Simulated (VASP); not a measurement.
# PbAuCl3 (P6/mmm) in VASP: a series of runs, part 3 of 3

VASP 6.6.1. The steps go on from the part before.

## Step 5: Relaxation of cell and atoms, PBE

Input file INCAR:

```
ALGO = Normal ; EDIFF = 1E-6
EDIFFG = -0.04 ; ENCUT = 600
GGA = PE ; IBRION = 2
ISIF = 3 ; ISMEAR = 0
LASPH = T ; LCHARG = F
LREAL = F ; LWAVE = F
NELM = 80 ; NSW = 90
PREC = Accurate ; SIGMA = 0.1
```

Input file KPOINTS:

```
k-points
0
Gamma
  6 6 4
```

Input file POSCAR:

```
PbAuCl3
1.0
    4.9854505200      0.0000000000      0.0000000000
   -2.4927252600      4.3175268000      0.0000000000
    0.0000000000      0.0000000000      6.1752583000
Pb Au Cl
1 1 3
Direct
    0.0000000000      0.0000000000      0.5000000000
    0.0000000000      0.0000000000      0.0000000000
    0.5000000000      0.0000000000      0.0000000000
    0.0000000000      0.5000000000      0.0000000000
    0.5000000000      0.5000000000      0.0000000000
```

Potentials or basis: VASP PAW PBE potentials, release 64 (Pb_d, Au, Cl).

Launch:

```console
> cat potpaw_PBE.64/Pb_d/POTCAR potpaw_PBE.64/Au/POTCAR potpaw_PBE.64/Cl/POTCAR > POTCAR
> mpirun -np 1 vasp_std > vasp.out
```

OUTCAR:

```text
EDIFF = 1E-6
   EDIFFG = -0.04
   ENCUT = 600
   GGA = PE
   IBRION = 2
   ISIF = 3
   ISMEAR = 0
   LASPH = T
   LREAL = F
   NELM = 80
   NSW = 90
   PREC = Accurate

 ion  position               nearest neighbor table
   1  0.000  0.000  0.500-   2 3.09   2 3.09
   2  0.000  0.000  0.000-   3 2.49   3 2.49   5 2.49   4 2.49   4 2.49   5 2.49   1 3.09   1 3.09

   3  0.500  0.000  0.000-   2 2.49   2 2.49   5 2.49   5 2.49   4 2.49   4 2.49
   4  0.000  0.500  0.000-   5 2.49   5 2.49   2 2.49   2 2.49   3 2.49   3 2.49
   5  0.500  0.500  0.000-   4 2.49   4 2.49   2 2.49   3 2.49   3 2.49   2 2.49

  LATTYP: Found a hexagonal cell.
 ALAT       =     4.9854505200
 C/A-ratio  =     1.2386560202

  Lattice vectors:

 A1 = (   4.9854505200,   0.0000000000,   0.0000000000)
 A2 = (  -2.4927252600,   4.3175268000,   0.0000000000)
 A3 = (   0.0000000000,   0.0000000000,   6.1752583000)

Analysis of symmetry for initial positions (statically):
=====================================================================
 Subroutine PRICEL returns:
 Original cell was already a primitive cell.

 Routine SETGRP: Setting up the symmetry group for a
 hexagonal supercell.

 Subroutine GETGRP returns: Found 24 space group operations
 (whereof 24 operations were pure point group operations)
 out of a pool of 24 trial point group operations.

The static configuration has the point symmetry D_6h.

Analysis of symmetry for dynamics (positions and initial velocities):
=====================================================================
 Subroutine PRICEL returns:
 Original cell was already a primitive cell.

 Routine SETGRP: Setting up the symmetry group for a
 hexagonal supercell.

 Subroutine GETGRP returns: Found 24 space group operations
 (whereof 24 operations were pure point group operations)
 out of a pool of 24 trial point group operations.

The dynamic configuration has the point symmetry D_6h.

[... 107 lines left out ...]
   ISYM   =      2    0-nonsym 1-usesym 2-fastsym
   POTIM  = 0.5000    time-step for ionic-motion
   TEBEG  =    0.0;   TEEND  =   0.0 temperature during run
   PSTRESS=    0.0 pullay stress
   NELECT =      46.0000    total number of electrons
   NUPDOWN=      -1.0000    fix difference up-down
   EMIN   =  10.00;   EMAX   =-10.00  energy-range for DOS
   EFERMI =   0.00;   METHOD = LEGACY
   ISMEAR =     0;   SIGMA  =   0.10  broadening in eV -4-tet -1-fermi 0-gaus
   EFERMI_NEDOS =   21; number of points for ismear=-14 and -15
   IALGO  =     38    algorithm
   IMIX   =      4    mixing-type and parameters
     AMIX     =   0.40;   BMIX     =  1.00
     AMIX_MAG =   1.60;   BMIX_MAG =  1.00
  volume/ion in A,a.u.               =      26.58       179.40
  Fermi-wavevector in a.u.,A,eV,Ry     =   1.149377  2.172008 17.974221  1.321068
  Thomas-Fermi vector in A             =   2.286047
   LORBIT       =      0    0 simple, 1 ext, 2 COOP (PROOUT), +10 PAW based schemes
   GGA     = PE    functional components
   LHFCALC =     F    Hartree Fock is set to
   AEXX    =    0.0000 exact exchange contribution
   IVDW    =     0    specifies the selected vdW correction
   LEPSILON=     F    determine dielectric tensor
   LRPA    =     F    only Hartree local field effects (RPA)
 conjugate gradient relaxation of ions
 non-spin polarized calculation
 Gauss-broadening in eV      SIGMA  =   0.10
  energy-cutoff  :      600.00
  volume of cell :      132.92
 maximum number of plane-waves:      4482
 NGX is ok and might be reduce to    40
   NGX = 19   NGY = 19   NGZ = 25

--------------------------------------- Ionic step        1  -------------------------------------------

 number of electron      45.9999994 magnetization

 Free energy of the ion-electron system (eV)
  ---------------------------------------------------
  ext. energy  EPLUGINS =         0.00000000
  ---------------------------------------------------
  free energy    TOTEN  =        -7.02314426 eV

  energy without entropy =       -6.99502422  energy(sigma->0) =       -7.00908424

------------------------ aborting loop because EDIFF is reached ----------------------------------------

  FORCE on cell =-STRESS in cart. coord.  units (eV):
  Direction    XX          YY          ZZ          XY          YZ          ZX
  --------------------------------------------------------------------------------------
  -------------------------------------------------------------------------------------
  Total       20.9925901     20.9925901     -1.2898339      0.0000000      0.0000000      0.0000000
  in kB      253.0358330    253.0358330    -15.5471142      0.0000000      0.0000000      0.0000000
  external PRESSURE =     163.5081839 kB  Pullay stress =       0.0000000 kB
[... 299 lines left out ...]
--------------------------------------- Ionic step        9  -------------------------------------------

 number of electron      45.9999992 magnetization

 Free energy of the ion-electron system (eV)
  ---------------------------------------------------
  ext. energy  EPLUGINS =         0.00000000
  ---------------------------------------------------
  free energy    TOTEN  =       -10.75659286 eV

  energy without entropy =      -10.72271509  energy(sigma->0) =      -10.73965397

 E-fermi :   1.4070     XC(G=0):  -7.7035

 val. band max:        1.4057049711   @ k =   0.1667   0.1667   0.5000
 cond. band min:       1.4668301752   @ k =   0.1667  -0.0000   0.0000
 fundamental gap:      0.0611252042
 Fermi energy:         1.4070037376

 k-point     1 :       0.0000    0.0000    0.0000
  band No.  band energies     occupation
      1     -16.6790      2.00000
      2     -16.6790      2.00000
      3     -16.5144      2.00000
      4     -16.4290      2.00000
      5     -16.4290      2.00000
      6     -13.2274      2.00000
[... 651 lines left out ...]
  FREE ENERGIE OF THE ION-ELECTRON SYSTEM (eV)
  ---------------------------------------------------
  free  energy   TOTEN  =       -10.7565928619 eV

  energy  without entropy=      -10.7227150867  energy(sigma->0) =      -10.73965397

 reached required accuracy - stopping structural energy minimisation
```

OSZICAR:

```text
N       E                     dE             d eps       ncg     rms          rms(c)
DAV:   1     0.497851015046E+03    0.49785E+03   -0.23221E+04  1134   0.183E+03
DAV:   2     0.525970225588E+02   -0.44525E+03   -0.43101E+03  1276   0.423E+02
DAV:   3    -0.391893725120E+01   -0.56516E+02   -0.53426E+02  1464   0.150E+02
[... 102 lines left out ...]
DAV:   5    -0.107565217501E+02    0.97041E-03   -0.38237E-03  1429   0.416E-01    0.199E-01
DAV:   6    -0.107565903197E+02   -0.68570E-04   -0.37858E-04  1154   0.165E-01    0.583E-02
DAV:   7    -0.107565966741E+02   -0.63544E-05   -0.74897E-05  1424   0.900E-02    0.234E-02
DAV:   8    -0.107565926143E+02    0.40599E-05   -0.79484E-06  1157   0.264E-02    0.789E-03
DAV:   9    -0.107565928619E+02   -0.24769E-06   -0.82362E-07   588   0.839E-03
   9 F= -.10756593E+02 E0= -.10739654E+02  d E =-.969262E-02
```

Wall time 17 min (1 thread of Intel Xeon 8259CL, shared host); peak memory 0.34 GiB.

What came out:

- Free energy: -10.7566 eV
- Relaxed volume: 34.07 Å³/atom
- Relaxed cell: a = 6.065 Å, b = 6.065 Å, c = 5.348 Å, α = 90.00°, β = 90.00°, γ = 120.00°
- Space group after relaxing (to 0.1 Å): P6/mmm (No. 191)
- Energy gained by relaxing: 746.7 meV/atom
- Ionic steps: 9
- Pressure after relaxing: -0.1 GPa
- Band gap on the k mesh: zero (bands 23 and 24 overlap by 0.37 eV)

Stress tensor (GPa, compression positive):
```
-0.18  0.00  0.00
 0.00 -0.18  0.00
 0.00  0.00 -0.07
```

Step by step:
```csv
step,energy change (eV),largest force (eV/Å),pressure (GPa),volume (Å³)
1,0.0000,0.0000,16.35,132.92
2,-3.1361,0.0000,-2.13,189.83
3,-3.1353,0.0000,-2.41,192.94
4,-3.1368,0.0000,-2.24,191.06
5,-3.5972,0.0000,-1.63,180.89
6,-3.7203,0.0000,-0.78,174.83
7,-3.7236,0.0000,-0.51,173.44
8,-3.7238,0.0000,-0.59,173.81
9,-3.7334,0.0000,-0.14,170.37
```

Final structure:
```xyz
5
Lattice="6.0651 0.0000 0.0000 -3.0326 5.2526 0.0000 0.0000 0.0000 5.3479" Properties=species:S:1:pos:R:3 pbc="T T T"
Pb    0.0000    0.0000    2.6739
Au    0.0000    0.0000    5.3479
Cl    0.0000    5.2526    0.0000
Cl   -1.5163    2.6263    5.3479
Cl    1.5163    2.6263    0.0000
```

Levels at points of the mesh, in eV from the Fermi level:
```csv
k point,band 20,band 21,band 22,band 23,band 24,band 25,band 26,band 27
"(0.00, 0.00, 0.00)",-1.51,-0.73,0.15,0.15,0.15,0.61,1.19,1.19
"(0.50, 0.00, 0.00)",-1.64,-1.45,-0.89,-0.19,0.15,0.21,0.98,2.28
"(0.00, 0.00, 0.50)",-1.61,-1.61,-0.73,0.18,0.18,1.46,1.46,6.27
"(0.50, 0.00, 0.50)",-1.82,-1.57,-0.89,0.15,0.61,1.58,1.60,5.04
```

Caveat: the volume moved by over 15 % at a fixed basis, so the end points are rough; spin-orbit coupling is left out, which moves the levels of the heavy elements.

## Step 6: Single point, PBE, collinear spin

Input file INCAR:

```
SYSTEM = PbAuCl3
PREC     = Accurate       ! precision mode
ENCUT    = 520            ! plane-wave cutoff, eV
EDIFF    = 1E-7           ! SCF threshold, eV
ISMEAR   = 0              ! smearing method
SIGMA    = 0.1            ! smearing width, eV
LREAL    = .False.        ! projectors in reciprocal space
LASPH    = .True.         ! aspherical terms in the spheres
NELM     = 150            ! most SCF steps
ALGO     = Normal         ! electronic algorithm
ISIF     = 2              ! what is computed and relaxed
LWAVE    = .False.        ! write WAVECAR
LCHARG   = .False.        ! write CHGCAR
ISPIN    = 2              ! spin polarisation
MAGMOM   = 0 1 0 0 0      ! initial moments
LORBIT   = 11             ! projections on sites
LMAXMIX  = 4              ! l up to which the mixer works
GGA      = PE             ! functional
NBANDS   = 35             ! bands
```

Input file KPOINTS:

```
Automatic mesh
0
Gamma
  6 6 4
  0 0 0
```

POSCAR is that of step 5.

Potentials or basis: VASP PAW PBE potentials, release 64 (Pb_d, Au, Cl).

Launch:

```console
> cat potpaw_PBE.64/Pb_d/POTCAR potpaw_PBE.64/Au/POTCAR potpaw_PBE.64/Cl/POTCAR > POTCAR
> mpirun -np 1 vasp_std > vasp.out
```

Run time: 6.7 min. Hardware: 1 thread of Intel Xeon 8259CL, shared host; peak memory 0.42 GiB.

Results (log left out):

* Free energy: -7.0224 eV
* Pressure: 16.3 GPa
* Band gap on the k mesh: zero (filled and empty bands overlap)
* Net moment: -0.01 μB per cell
* Valence electrons inside the program's atomic spheres: Pb 11.82; Au 9.71; Cl 5.05

Stress tensor (GPa, compression positive):
```
25.25  0.00  0.00
 0.00 25.25  0.00
 0.00  0.00 -1.63
```

Levels at points of the mesh, in eV from the Fermi level:
Spin up:
| k point | band 19 | band 20 | band 21 | band 22 | band 23 | band 24 | band 25 | band 26 | band 27 | band 28 |
| --- | --- | --- | --- | --- | --- | --- | --- | --- | --- | --- |
| (0.00, 0.00, 0.00) | -3.04 | -3.04 | -1.23 | -1.15 | 0.22 | 0.82 | 0.82 | 1.54 | 1.54 | 3.65 |
| (0.50, 0.00, 0.00) | -3.18 | -3.14 | -2.49 | -0.97 | -0.81 | -0.31 | 0.95 | 1.21 | 3.88 | 4.59 |
| (0.00, 0.00, 0.50) | -3.05 | -3.05 | -2.42 | -1.22 | 0.84 | 0.84 | 1.58 | 1.58 | 3.04 | 4.45 |
| (0.50, 0.00, 0.50) | -3.89 | -3.18 | -2.52 | -0.97 | -0.08 | 1.21 | 1.27 | 1.71 | 4.27 | 4.79 |
Spin down:
| k point | band 20 | band 21 | band 22 | band 23 | band 24 | band 25 | band 26 | band 27 |
| --- | --- | --- | --- | --- | --- | --- | --- | --- |
| (0.00, 0.00, 0.00) | -3.04 | -1.23 | -1.15 | 0.22 | 0.81 | 0.81 | 1.54 | 1.54 |
| (0.50, 0.00, 0.00) | -3.14 | -2.49 | -0.97 | -0.81 | -0.31 | 0.95 | 1.21 | 3.88 |
| (0.00, 0.00, 0.50) | -3.05 | -2.42 | -1.23 | 0.83 | 0.83 | 1.58 | 1.58 | 3.04 |
| (0.50, 0.00, 0.50) | -3.18 | -2.52 | -0.97 | -0.08 | 1.21 | 1.26 | 1.71 | 4.26 |

Caveat: the stress differs along the axes, from -2 to 25 GPa; spin-orbit coupling is left out, which moves the levels of the heavy elements.

## Step 7: Summary

```csv
task,spin,cell,k mesh,cutoff (eV),gap on the mesh (eV),pressure (GPa),moment (μB)
single point,off,"a = 4.985, b = 4.985, c = 6.175 Å, angles 90.0, 90.0, 120.0°, 5 atoms",6 × 6 × 4,520,none,16.3,-
single point,off,"a = 6.033, b = 6.033, c = 5.335 Å, angles 90.0, 90.0, 120.0°, 5 atoms",6 × 6 × 4,520,none,0.2,-
single point,collinear,"a = 6.033, b = 6.033, c = 5.335 Å, angles 90.0, 90.0, 120.0°, 5 atoms",3 × 3 × 4,520,none,0.5,1.24
relaxation of cell and atoms,off,"relaxed from a = 4.985, b = 4.985, c = 6.175 Å, angles 90.0, 90.0, 120.0°, 5 atoms",6 × 6 × 4,600,none,-0.1,-
single point,collinear,"a = 4.985, b = 4.985, c = 6.175 Å, angles 90.0, 90.0, 120.0°, 5 atoms",6 × 6 × 4,520,none,16.3,0.01
```

Alike in all rows: level PBE; potentials or basis VASP PAW PBE potentials, release 64 (Pb_d, Au, Cl); smearing gaussian 0.1 eV.

Caveats: some runs use coarse meshes; spin-orbit coupling is left out, which moves the levels of the heavy elements; the stress differs along the axes, from -2 to 25 GPa (at least some runs); a moment this small can come from the mesh or the smearing (at least some runs); the volume moved by over 15 % at a fixed basis, so the end points are rough (at least some runs).

Absolute energies hang on the potentials; compare differences alone.

The gap in the log of VASP goes by the Fermi energy; the results here count the filled bands.